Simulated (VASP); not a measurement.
**Bi: single point with PBEsol**

Bi:

```xyz
1
Lattice="-1.8493 1.8493 1.8493 1.8493 -1.8493 1.8493 1.8493 1.8493 -1.8493" Properties=species:S:1:pos:R:3 pbc="T T T"
Bi    0.0000    0.0000    0.0000
```

This isn't the form of Bi at room conditions, which is rhombohedral.

```yaml
Program: VASP 6.6.1
Task: single point
Functional: PBEsol
Potentials_or_basis: VASP PAW PBE potentials, release 64 (Bi_d)
Cutoff: 500 eV
k_mesh: 9 × 9 × 9
Occupations: fermi-dirac, width 0.1 eV
Spin: no spin polarisation
Dipole_correction: no
Further_INCAR_settings: ALGO = Normal; EDIFF = 1e-06; NBANDS = 14
```

```
Pressure               : 14.9 GPa
Band gap on the k mesh : zero (an odd number of electrons rules out a gap without spin polarisation)
```

Levels at points of the mesh, in eV from the Fermi level:
| k point | band 3 | band 4 | band 5 | band 6 | band 7 | band 8 | band 9 | band 10 | band 11 | band 12 |
| --- | --- | --- | --- | --- | --- | --- | --- | --- | --- | --- |
| (0.00, 0.00, 0.00) | -23.36 | -23.11 | -23.11 | -15.36 | 6.63 | 6.63 | 6.63 | 10.28 | 10.28 | 10.28 |

Wall time 12 s on 1 thread of Intel(R) Xeon(R) Platinum 8488C (Sapphire Rapids) (shared host), peak memory 0.13 GiB.

Caveat: the cell stands under pressure; the PAW data sets were made with another functional, which shifts forces and pressure a little; spin-orbit coupling is left out, which moves the levels of the heavy elements.
